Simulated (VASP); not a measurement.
Runs of VASP 6.6.1 on Ag. The structure is that of space group Fd-3m (No. 227), or close to it. The cells are those of the table. This isn't the form of Ag at room conditions, which is fcc.

```csv
cell,gap on the mesh (eV),pressure (GPa)
"a = 3.990 Å, angles 60.0°, 2 atoms",none,19.7
"a = 4.124 Å, angles 60.0°, 2 atoms",none,(a)
"a = 4.398 Å, angles 60.0°, 2 atoms",none,0.0
"a = 4.226 Å, angles 60.0°, 2 atoms",none,4.9
```

Alike in all rows: task single point; level PBE; potentials or basis VASP PAW PBE potentials, release 64 (Ag); no spin polarisation; k mesh 14 × 14 × 14; cutoff (eV) 520; smearing fermi-dirac 0.05 eV.

Task: Estimate the missing entries.

Result: (a) 9.8.

Caveats: the cell stands under pressure (at least some runs).

A k mesh can miss the band edges, and the runs leave out spin-orbit coupling on Ag.

A gap of «none» marks levels without a gap at the run's occupations.
